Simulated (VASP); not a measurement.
# Ir (P6_3/mmc) in VASP: relaxation of cell and atoms with r2SCAN

Aim: the relaxation of cell and atoms of Ir with r2SCAN.

Everything below comes from runs of VASP 6.6.1. Logs are shortened: lines on timing, memory, paths and dates and some standing lists are left out, and cuts for length are marked.

## Step 1: The cell of the first run

Symmetry: P6_3/mmc, No. 194, hexagonal system. The conventional cell has a = 2.727 Å, b = 2.727 Å, c = 4.422 Å, α = 90.00°, β = 90.00°, γ = 120.00°. Within 3.6 Å of Ir (site symmetry -6m2) lie 12 Ir at 2.71 to 2.73 Å.

This isn't the form of Ir at room conditions, which is fcc.

## Step 2: Relaxation of cell and atoms, r2SCAN

File POSCAR:

```
Ir
1.0
    2.7270384263      0.0000000000      0.0000000000
   -1.3635192131      2.3616845542      0.0000000000
    0.0000000000      0.0000000000      4.4224035142
Ir
2
Direct
    0.6666666667      0.3333333333      0.7500000000
    0.3333333333      0.6666666667      0.2500000000
```

File INCAR.step1:

```
SYSTEM = Ir
  PREC = Accurate
  ENCUT = 550
  ISMEAR = 0
  SIGMA = 0.1
  LREAL = .FALSE.
  LASPH = .TRUE.
  NELM = 120
  GGA = PE
  ALGO = Normal
  EDIFF = 1E-5
  LWAVE = .TRUE.
  LCHARG = .FALSE.
  GGA_COMPAT = .FALSE.
  IBRION = 2
  ISIF = 3
  EDIFFG = -0.005
  NELMIN = 4
  NSW = 100
```

File INCAR.step2:

```
SYSTEM = Ir
  PREC = Accurate
  ENCUT = 550
  EDIFF = 1E-7
  ISMEAR = 0
  SIGMA = 0.1
  LREAL = .FALSE.
  LASPH = .TRUE.
  NELM = 120
  ALGO = Normal
  ISIF = 3
  LWAVE = .FALSE.
  LCHARG = .FALSE.
  METAGGA = R2SCAN
  LMIXTAU = .TRUE.
  IBRION = 2
  NSW = 100
  EDIFFG = -0.01
  ISTART = 1
  GGA_COMPAT = .FALSE.
  NELMIN = 4
```

File KPOINTS:

```
Automatic mesh
0
G
  18 18 10
  0 0 0
```

Potentials or basis: VASP PAW PBE potentials, release 64 (Ir).

Started as:

```sh
cat potpaw_PBE.64/Ir/POTCAR > POTCAR
cp INCAR.step1 INCAR
mpirun -np 1 vasp_std > vasp.out
cp INCAR.step2 INCAR
mpirun -np 1 vasp_std > vasp.out
```

OUTCAR:

```text
SYSTEM = Ir
   PREC = Accurate
   ENCUT = 550
   EDIFF = 1E-7
   ISMEAR = 0
   LREAL = .FALSE.
   LASPH = .TRUE.
   NELM = 120
   ISIF = 3
   METAGGA = R2SCAN
   IBRION = 2
   NSW = 100
   EDIFFG = -0.01
   ISTART = 1
   NELMIN = 4

 ion  position               nearest neighbor table
   1  0.667  0.333  0.750-   2 2.71   2 2.71   2 2.71   2 2.71   2 2.71   2 2.71
   2  0.333  0.667  0.250-   1 2.71   1 2.71   1 2.71   1 2.71   1 2.71   1 2.71

  LATTYP: Found a hexagonal cell.
 ALAT       =     2.7270384263
 C/A-ratio  =     1.6216872749

  Lattice vectors:

 A1 = (   2.7270384263,   0.0000000000,   0.0000000000)
 A2 = (  -1.3635192131,   2.3616845542,   0.0000000000)
 A3 = (   0.0000000000,   0.0000000000,   4.4224035142)

Analysis of symmetry for initial positions (statically):
=====================================================================
 Subroutine PRICEL returns:
 Original cell was already a primitive cell.

 Routine SETGRP: Setting up the symmetry group for a
 hexagonal supercell.

 Subroutine GETGRP returns: Found 24 space group operations
 (whereof 12 operations were pure point group operations)
 out of a pool of 24 trial point group operations.

The static configuration has the point symmetry D_3d.
 The point group associated with its full space group is D_6h.

Analysis of symmetry for dynamics (positions and initial velocities):
=====================================================================
 Subroutine PRICEL returns:
 Original cell was already a primitive cell.

 Routine SETGRP: Setting up the symmetry group for a
 hexagonal supercell.

 Subroutine GETGRP returns: Found 24 space group operations
 (whereof 12 operations were pure point group operations)
 out of a pool of 24 trial point group operations.

The dynamic configuration has the point symmetry D_3d.
 The point group associated with its full space group is D_6h.

 Subroutine INISYM returns: Found 24 space group operations
 (whereof 12 operations are pure point group operations),
 and found     1 'primitive' translations

----------------------------------------------------------------------------------------

                                     Primitive cell

  volume of cell :      28.4821

  direct lattice vectors                    reciprocal lattice vectors
     2.727038426  0.000000000  0.000000000     0.366698170  0.211713287  0.000000000
    -1.363519213  2.361684554  0.000000000     0.000000000  0.423426574  0.000000000
     0.000000000  0.000000000  4.422403514     0.000000000  0.000000000  0.226121383

  length of vectors
     2.727038426  2.727038426  4.422403514     0.423426574  0.423426574  0.226121383

  position of ions in fractional coordinates (direct lattice)
[... 97 lines left out ...]
   IMIX   =      4    mixing-type and parameters
     AMIX     =   0.40;   BMIX     =  1.00
     AMIX_MAG =   1.60;   BMIX_MAG =  1.00
  volume/ion in A,a.u.               =      14.24        96.10
  Fermi-wavevector in a.u.,A,eV,Ry     =   1.404888  2.654854 26.853974  1.973711
  Thomas-Fermi vector in A             =   2.527405
   LORBIT       =      0    0 simple, 1 ext, 2 COOP (PROOUT), +10 PAW based schemes
   METAGGA = R2SCAN    functional components
   LHFCALC =     F    Hartree Fock is set to
   AEXX    =    0.0000 exact exchange contribution
   IVDW    =     0    specifies the selected vdW correction
   LEPSILON=     F    determine dielectric tensor
   LRPA    =     F    only Hartree local field effects (RPA)
 conjugate gradient relaxation of ions
 non-spin polarized calculation
 Gauss-broadening in eV      SIGMA  =   0.10
  energy-cutoff  :      550.00
  volume of cell :       28.48
 maximum number of plane-waves:       848
 NGX is ok and might be reduce to    24
   NGX = 11   NGY = 11   NGZ = 17

--------------------------------------- Ionic step        1  -------------------------------------------

 number of electron      18.0000000 magnetization

 Free energy of the ion-electron system (eV)
  ---------------------------------------------------
  ext. energy  EPLUGINS =         0.00000000
  ---------------------------------------------------
  free energy    TOTEN  =      -104.56041925 eV

  energy without entropy =     -104.55065584  energy(sigma->0) =     -104.55553755

------------------------ aborting loop because EDIFF is reached ----------------------------------------

  FORCE on cell =-STRESS in cart. coord.  units (eV):
  Direction    XX          YY          ZZ          XY          YZ          ZX
  --------------------------------------------------------------------------------------
  -------------------------------------------------------------------------------------
  Total        0.5605840      0.5605840      0.5267935      0.0000000      0.0000000      0.0000000
  in kB       31.5340494     31.5340494     29.6332635      0.0000000      0.0000000      0.0000000
  external PRESSURE =      30.9004541 kB  Pullay stress =       0.0000000 kB
[... 23 lines left out ...]
--------------------------------------- Ionic step        2  -------------------------------------------

 number of electron      17.9999999 magnetization

 E-fermi :   9.5282     XC(G=0): -15.0174

 val. band max:        9.5223081834   @ k =   0.3889   0.0000   0.0000
 cond. band min:       9.5318921382   @ k =   0.3333   0.3333   0.1000
 fundamental gap:      0.0095839548
 Fermi energy:         9.5281787710

 k-point     1 :       0.0000    0.0000    0.0000
  band No.  band energies     occupation
      1      -1.6358      2.00000
      2       1.4898      2.00000
      3       5.6999      2.00000
      4       5.7941      2.00000
      5       5.7941      2.00000
      6       6.4247      2.00000
      7       6.4247      2.00000
      8       7.1839      2.00000
      9       7.1839      2.00000
     10       8.8676      2.00000
     11       9.7752      0.00048
     12       9.7752      0.00048
     13      16.5622      0.00000
[... 439 lines left out ...]
--------------------------------------- Ionic step        4  -------------------------------------------

 number of electron      17.9999999 magnetization

 Free energy of the ion-electron system (eV)
  ---------------------------------------------------
  ext. energy  EPLUGINS =         0.00000000
  ---------------------------------------------------
  free energy    TOTEN  =      -104.56258343 eV

  energy without entropy =     -104.55269280  energy(sigma->0) =     -104.55763812

 E-fermi :  10.0692     XC(G=0): -15.2353

 val. band max:       10.0671374461   @ k =   0.3889   0.0000   0.0000
 cond. band min:      10.0717595565   @ k =   0.3333   0.3333   0.1000
 fundamental gap:      0.0046221104
 Fermi energy:        10.0692011766

 k-point     1 :       0.0000    0.0000    0.0000
  band No.  band energies     occupation
      1      -1.4483      2.00000
      2       1.6843      2.00000
      3       6.0419      2.00000
      4       6.1431      2.00000
      5       6.1431      2.00000
      6       6.8080      2.00000
      7       6.8080      2.00000
      8       7.6138      2.00000
      9       7.6138      2.00000
     10       9.3073      2.00000
     11      10.3293      0.00023
     12      10.3293      0.00023
     13      17.3933      0.00000
[... 397 lines left out ...]
  FREE ENERGIE OF THE ION-ELECTRON SYSTEM (eV)
  ---------------------------------------------------
  free  energy   TOTEN  =      -104.5625834330 eV

  energy  without entropy=     -104.5526928019  energy(sigma->0) =     -104.55763812

 reached required accuracy - stopping structural energy minimisation
```

OUTCAR.step1:

```text
SYSTEM = Ir
   PREC = Accurate
   ENCUT = 550
   ISMEAR = 0
   LREAL = .FALSE.
   LASPH = .TRUE.
   NELM = 120
   GGA = PE
   EDIFF = 1E-5
   IBRION = 2
   ISIF = 3
   EDIFFG = -0.005
   NELMIN = 4
   NSW = 100
[... 894 lines left out ...]
      2       2.1268      2.00000
      3       6.2293      2.00000
      4       6.3237      2.00000
      5       6.3237      2.00000
      6       6.9529      2.00000
      7       6.9529      2.00000
      8       7.7123      2.00000
      9       7.7123      2.00000
     10       9.2649      2.00000
     11      10.2582      0.00040
     12      10.2582      0.00040
     13      16.8151      0.00000
[... 397 lines left out ...]
  FREE ENERGIE OF THE ION-ELECTRON SYSTEM (eV)
  ---------------------------------------------------
  free  energy   TOTEN  =       -17.5587999192 eV

  energy  without entropy=      -17.5481718832  energy(sigma->0) =      -17.55348590

 reached required accuracy - stopping structural energy minimisation
```

It took 19 min on 1 thread of Oxide Virtual Turin-like, shared host; peak memory 0.2 GiB.

Results:

```yaml
Free_energy: -104.5626 eV
Relaxed_volume: 14.35 Å³/atom
Relaxed_cell: a = 2.734 Å, b = 2.734 Å, c = 4.434 Å, α = 90.00°, β = 90.00°, γ = 120.00°
Space_group_after_relaxing_to_0.1_Å: P6_3/mmc (No. 194)
Energy_gained_by_relaxing: 1.1 meV/atom
Ionic_steps: 4
Pressure_after_relaxing: 0.0 GPa
Band_gap_on_the_k_mesh: zero (bands 9 and 10 overlap by 3.37 eV)
```

Step by step:
```tsv
step	energy change (eV)	largest force (eV/Å)	pressure (GPa)	volume (Å³)
1	0.0000	0.0000	3.09	28.48
2	0.0300	0.0000	-10.86	29.63
3	-0.0022	0.0000	-0.03	28.71
4	-0.0022	0.0000	0.03	28.71
```

Final structure:
```xyz
2
Lattice="2.7344 0.0000 0.0000 -1.3672 2.3681 0.0000 0.0000 0.0000 4.4337" Properties=species:S:1:pos:R:3 pbc="T T T"
Ir    1.3672    0.7894    3.3253
Ir    0.0000    1.5787    1.1084
```

Caveat: the PAW data sets were made with another functional, which shifts forces and pressure a little; spin-orbit coupling is left out, which moves the levels of the heavy elements.
